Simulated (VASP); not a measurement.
# K (Im-3m) in VASP: further runs

The runs below take K through single point, with PBE.

All numbers are computed with VASP 6.6.1; they aren't measurements. Logs are shortened: lines on timing, memory, paths and dates and some standing lists are left out, and cuts for length are marked.

**1. The cell of the first run**

It takes space group Im-3m (No. 229, cubic). Conventional cell: a = 5.063 Å, b = 5.063 Å, c = 5.063 Å, α = 90.00°, β = 90.00°, γ = 90.00°. K (site symmetry m-3m) has 14 K at 4.38 to 5.06 Å within 5.8 Å.

**2. Single point, PBE (64.89 Å³/atom)**

INCAR reads:

```
  PREC = Accurate
  ENCUT = 520
  EDIFF = 1E-7
  ISMEAR = -1
  SIGMA = 0.1
  LREAL = F
  LASPH = T
  NELM = 100
  ALGO = Normal
  ISIF = 2
  LWAVE = F
  LCHARG = T
  GGA = PE
  LELF = T
  LVHAR = T
  NBANDS = 10
```

KPOINTS reads:

```
regular mesh
0
Gamma
  14 14 14
```

POSCAR reads:

```
K
1.0
   -2.5315123957      2.5315123957      2.5315123957
    2.5315123957     -2.5315123957      2.5315123957
    2.5315123957      2.5315123957     -2.5315123957
K
1
Direct
    0.0000000000      0.0000000000      0.0000000000
```

Potentials or basis: VASP PAW PBE potentials, release 64 (K_sv).

Started as:

```sh
$ cat potpaw_PBE.64/K_sv/POTCAR > POTCAR
$ mpirun -np 1 vasp_std > vasp.out
```

OUTCAR:

```text
PREC = Accurate
   ENCUT = 520
   EDIFF = 1E-7
   ISMEAR = -1
   LREAL = F
   LASPH = T
   NELM = 100
   ISIF = 2
   GGA = PE

 ion  position               nearest neighbor table
   1  0.000  0.000  0.000-

  LATTYP: Found a body centered cubic cell.
 ALAT       =     5.0630247914

  Lattice vectors:

 A1 = (  -2.5315123957,   2.5315123957,   2.5315123957)
 A2 = (   2.5315123957,  -2.5315123957,   2.5315123957)
 A3 = (   2.5315123957,   2.5315123957,  -2.5315123957)

Analysis of symmetry for initial positions (statically):
=====================================================================
 Subroutine PRICEL returns:
 Original cell was already a primitive cell.

 Routine SETGRP: Setting up the symmetry group for a
 body centered cubic supercell.

 Subroutine GETGRP returns: Found 48 space group operations
 (whereof 48 operations were pure point group operations)
 out of a pool of 48 trial point group operations.

The static configuration has the point symmetry O_h .

Analysis of symmetry for dynamics (positions and initial velocities):
=====================================================================
 Subroutine PRICEL returns:
 Original cell was already a primitive cell.

 Routine SETGRP: Setting up the symmetry group for a
 body centered cubic supercell.

 Subroutine GETGRP returns: Found 48 space group operations
 (whereof 48 operations were pure point group operations)
 out of a pool of 48 trial point group operations.

The dynamic configuration has the point symmetry O_h .

 Subroutine INISYM returns: Found 48 space group operations
 (whereof 48 operations are pure point group operations),
 and found     1 'primitive' translations

----------------------------------------------------------------------------------------

                                     Primitive cell

  volume of cell :      64.8933

  direct lattice vectors                    reciprocal lattice vectors
    -2.531512396  2.531512396  2.531512396     0.000000000  0.197510390  0.197510390
     2.531512396 -2.531512396  2.531512396     0.197510390  0.000000000  0.197510390
     2.531512396  2.531512396 -2.531512396     0.197510390  0.197510390  0.000000000

  length of vectors
     4.384708089  4.384708089  4.384708089     0.279321872  0.279321872  0.279321872

  position of ions in fractional coordinates (direct lattice)
     0.000000000  0.000000000  0.000000000

  ion indices of the primitive-cell ions
   primitive index   ion index
                 1           1

----------------------------------------------------------------------------------------

 KPOINTS: regular mesh

Automatic generation of k-mesh.
 Grid dimensions read from file:
 generate k-points for:   14   14   14

 Generating k-lattice:

  Cartesian coordinates                     Fractional coordinates (reciprocal lattice)
     0.000000000  0.014107885  0.014107885     0.071428571  0.000000000  0.000000000
     0.014107885  0.000000000  0.014107885     0.000000000  0.071428571  0.000000000
     0.014107885  0.014107885  0.000000000     0.000000000  0.000000000  0.071428571

  Length of vectors
     0.019951562  0.019951562  0.019951562

  Shift w.r.t. Gamma in fractional coordinates (k-lattice)
     0.000000000  0.000000000  0.000000000

 Subroutine IBZKPT returns following result:
 ===========================================

 Found    104 irreducible k-points:

 Following reciprocal coordinates:
            Coordinates               Weight
  0.000000  0.000000  0.000000      1.000000
  0.071429  0.000000  0.000000     12.000000
  0.142857  0.000000  0.000000     12.000000
  0.214286  0.000000  0.000000     12.000000
  0.285714  0.000000  0.000000     12.000000
  0.357143  0.000000  0.000000     12.000000
[... 16 lines left out ...]
  0.285714  0.285714  0.000000     24.000000
  0.357143  0.285714  0.000000     24.000000
 [... further k-points ...]
   k-points           NKPTS =    104   k-points in BZ     NKDIM =    104   number of bands    NBANDS=     10
   number of dos      NEDOS =    301   number of ions     NIONS =      1
   total plane-waves  NPLWV =  46656
   dimension x,y,z NGX =    36 NGY =   36 NGZ =   36
   dimension x,y,z NGXF=    72 NGYF=   72 NGZF=   72
   ions per type =               1
   NGX,Y,Z   is equivalent  to a cutoff of  13.65, 13.65, 13.65 a.u.
   NGXF,Y,Z  is equivalent  to a cutoff of  27.30, 27.30, 27.30 a.u.
 SYSTEM =  unknown system
   PREC   = accura    normal or accurate (medium, high low for compatibility)
   ISTART =      0    job   : 0-new  1-cont  2-samecut
   ICHARG =      2    charge: 1-file 2-atom 10-const
   ISPIN  =      1    spin polarized calculation?
   LNONCOLLINEAR =      F non collinear calculations
   LSORBIT =      F    spin-orbit coupling
   LASPH  =      T    aspherical Exc in radial PAW
   ENCUT  =  520.0 eV  38.22 Ry    6.18 a.u.   8.15  8.15  8.15*2*pi/ulx,y,z
   NELM   =    100;   NELMIN=  2; NELMDL= -5     # of ELM steps
   EDIFF  = 0.1E-06   stopping-criterion for ELM
   LREAL  =      F    real-space projection
   EDIFFG = 0.1E-05   stopping-criterion for IOM
   NSW    =      0    number of steps for IOM
   IBRION =     -1    ionic relax: 0-MD 1-quasi-New 2-CG
   NFREE  =      0    steps in history (QN), initial steepest desc. (CG)
   ISIF   =      2    stress and relaxation
   ISYM   =      2    0-nonsym 1-usesym 2-fastsym
   POTIM  = 0.5000    time-step for ionic-motion
   TEBEG  =    0.0;   TEEND  =   0.0 temperature during run
   PSTRESS=    0.0 pullay stress
   NELECT =       9.0000    total number of electrons
   NUPDOWN=      -1.0000    fix difference up-down
   EMIN   =  10.00;   EMAX   =-10.00  energy-range for DOS
   EFERMI =   0.00;   METHOD = LEGACY
   ISMEAR =    -1;   SIGMA  =   0.10  broadening in eV -4-tet -1-fermi 0-gaus
   EFERMI_NEDOS =   21; number of points for ismear=-14 and -15
   IALGO  =     38    algorithm
   IMIX   =      4    mixing-type and parameters
     AMIX     =   0.40;   BMIX     =  1.00
     AMIX_MAG =   1.60;   BMIX_MAG =  1.00
  volume/ion in A,a.u.               =      64.89       437.92
  Fermi-wavevector in a.u.,A,eV,Ry     =   0.847401  1.601356  9.770185  0.718088
  Thomas-Fermi vector in A             =   1.962901
   LORBIT       =      0    0 simple, 1 ext, 2 COOP (PROOUT), +10 PAW based schemes
   GGA     = PE    functional components
   LHFCALC =     F    Hartree Fock is set to
   AEXX    =    0.0000 exact exchange contribution
   IVDW    =     0    specifies the selected vdW correction
   LEPSILON=     F    determine dielectric tensor
   LRPA    =     F    only Hartree local field effects (RPA)
 non-spin polarized calculation
  energy-cutoff  :      520.00
  volume of cell :       64.89
 maximum number of plane-waves:      1769
 NGX is ok and might be reduce to    36
   NGX = 17   NGY = 17   NGZ = 17

 number of electron       9.0000001 magnetization

 Free energy of the ion-electron system (eV)
  ---------------------------------------------------
  ext. energy  EPLUGINS =         0.00000000
  ---------------------------------------------------
  free energy    TOTEN  =        -1.04486322 eV

  energy without entropy =       -1.02057381  energy(sigma->0) =       -1.03271851

 E-fermi :   0.1771     XC(G=0):  -5.9624

 val. band max:        0.1568846015   @ k =   0.2857   0.2143   0.0000
 cond. band min:       0.1984912130   @ k =   0.3571   0.0714   0.0714
 fundamental gap:      0.0416066116
 Fermi energy:         0.1770958783

 k-point     1 :       0.0000    0.0000    0.0000
  band No.  band energies     occupation
      1     -31.8913      2.00000
      2     -15.3293      2.00000
      3     -15.3293      2.00000
      4     -15.3293      2.00000
      5      -2.1640      2.00000
      6       4.5871      0.00000
      7       4.5871      0.00000
      8       4.5871      0.00000
      9       5.5776      0.00000
     10       5.5776      0.00000

 k-point     2 :       0.0714    0.0000    0.0000
  band No.  band energies     occupation
      1     -31.8909      2.00000
      2     -15.3347      2.00000
      3     -15.3311      2.00000
      4     -15.3294      2.00000
      5      -2.0935      2.00000
      6       4.4952      0.00000
      7       4.4966      0.00000
      8       4.6463      0.00000
      9       5.4420      0.00000
     10       5.5606      0.00000

 k-point     3 :       0.1429    0.0000    0.0000
  band No.  band energies     occupation
      1     -31.8899      2.00000
      2     -15.3495      2.00000
      3     -15.3359      2.00000
      4     -15.3294      2.00000
      5      -1.8847      2.00000
      6       4.1252      0.00000
      7       4.2717      0.00000
      8       4.8225      0.00000
      9       5.3153      0.00000
     10       5.5298      0.00000

 k-point     4 :       0.2143    0.0000    0.0000
  band No.  band energies     occupation
      1     -31.8884      2.00000
      2     -15.3707      2.00000
      3     -15.3428      2.00000
      4     -15.3294      2.00000
      5      -1.5461      2.00000
      6       3.5263      0.00000
      7       3.9991      0.00000
      8       5.1118      0.00000
      9       5.3537      0.00000
     10       5.5261      0.00000

 k-point     5 :       0.2857    0.0000    0.0000
  band No.  band energies     occupation
      1     -31.8868      2.00000
      2     -15.3940      2.00000
      3     -15.3505      2.00000
      4     -15.3294      2.00000
      5      -1.0916      1.99999
      6       2.8567      0.00000
      7       3.7441      0.00000
      8       5.4330      0.00000
      9       5.5077      0.00000
     10       5.5847      0.00000

 k-point     6 :       0.3571    0.0000    0.0000
  band No.  band energies     occupation
      1     -31.8853      2.00000
      2     -15.4147      2.00000
      3     -15.3574      2.00000
      4     -15.3295      2.00000
      5      -0.5408      1.99848
      6       2.1725      0.00000
      7       3.5438      0.00000
      8       5.4393      0.00000
      9       5.7253      0.00000
     10       6.0011      0.00000
[... 183 lines left out ...]
 k-point    21 :       0.2857    0.2143    0.0000
  band No.  band energies     occupation
      1     -31.8839      2.00000
      2     -15.4160      2.00000
      3     -15.3720      2.00000
      4     -15.3396      2.00000
      5       0.1569      1.10071
      6       1.9998      0.00000
      7       2.7465      0.00000
      8       5.2393      0.00000
      9       5.5582      0.00000
     10       6.2034      0.00000

 k-point    22 :       0.3571    0.2143    0.0000
  band No.  band energies     occupation
      1     -31.8833      2.00000
      2     -15.4189      2.00000
      3     -15.3790      2.00000
      4     -15.3402      2.00000
      5       0.7790      0.00485
      6       1.4151      0.00001
      7       2.6140      0.00000
      8       5.0814      0.00000
      9       5.8130      0.00000
     10       6.0876      0.00000

 k-point    23 :       0.2857    0.2857    0.0000
  band No.  band energies     occupation
      1     -31.8832      2.00000
      2     -15.4131      2.00000
      3     -15.3849      2.00000
      4     -15.3416      2.00000
      5       0.7357      0.00747
      6       1.7655      0.00000
      7       2.2757      0.00000
      8       5.1894      0.00000
      9       5.5630      0.00000
     10       6.0693      0.00000

 k-point    24 :       0.3571    0.2857    0.0000
  band No.  band energies     occupation
      1     -31.8830      2.00000
      2     -15.4089      2.00000
      3     -15.3928      2.00000
      4     -15.3421      2.00000
      5       1.2878      0.00003
      6       1.3629      0.00001
      7       2.0800      0.00000
      8       5.1325      0.00000
      9       5.7291      0.00000
     10       5.8630      0.00000

 [... further k-points ...]

------------------------ aborting loop because EDIFF is reached ----------------------------------------

  FORCE on cell =-STRESS in cart. coord.  units (eV):
  Direction    XX          YY          ZZ          XY          YZ          ZX
  --------------------------------------------------------------------------------------
  -------------------------------------------------------------------------------------
  Total        0.2350483      0.2350483      0.2350483      0.0000000     -0.0000000     -0.0000000
  in kB        5.8032008      5.8032008      5.8032008      0.0000000     -0.0000000     -0.0000000
  external PRESSURE =       5.8032008 kB  Pullay stress =       0.0000000 kB

 VOLUME and BASIS-vectors are now :
 -----------------------------------------------------------------------------
  energy-cutoff  :      520.00
  volume of cell :       64.89
      direct lattice vectors                 reciprocal lattice vectors
    -2.531512396  2.531512396  2.531512396     0.000000000  0.197510390  0.197510390
     2.531512396 -2.531512396  2.531512396     0.197510390  0.000000000  0.197510390
     2.531512396  2.531512396 -2.531512396     0.197510390  0.197510390  0.000000000

 POSITION                                       TOTAL-FORCE (eV/Angst)
 -----------------------------------------------------------------------------------
      0.00000      0.00000      0.00000        -0.000000      0.000000     -0.000000
 -----------------------------------------------------------------------------------
    total drift:                               -0.000000      0.000000      0.000000

  FREE ENERGIE OF THE ION-ELECTRON SYSTEM (eV)
  ---------------------------------------------------
  free  energy   TOTEN  =        -1.0448632180 eV

  energy  without entropy=       -1.0205738052  energy(sigma->0) =       -1.03271851
```

Wall time 31 s (1 thread of Intel Xeon Platinum 8559C (Emerald Rapids), shared host); peak memory 0.22 GiB.

What came out:

```yaml
Free_energy: -1.0449 eV
Pressure: 0.6 GPa
Band_gap_on_the_k_mesh: zero (an odd number of electrons rules out a gap without spin polarisation)
```

Levels at points of the mesh, in eV from the Fermi level:
| k point | band 1 | band 2 | band 3 | band 4 | band 5 | band 6 | band 7 | band 8 |
| --- | --- | --- | --- | --- | --- | --- | --- | --- |
| (0.00, 0.00, 0.00) | -32.07 | -15.51 | -15.51 | -15.51 | -2.34 | 4.41 | 4.41 | 4.41 |
| (0.50, 0.00, 0.00) | -32.06 | -15.61 | -15.54 | -15.51 | 0.43 | 0.76 | 3.20 | 5.13 |
| (0.50, 0.50, 0.50) | -32.06 | -15.58 | -15.58 | -15.58 | 1.59 | 1.59 | 3.83 | 3.83 |

[end of part 1 of 2]
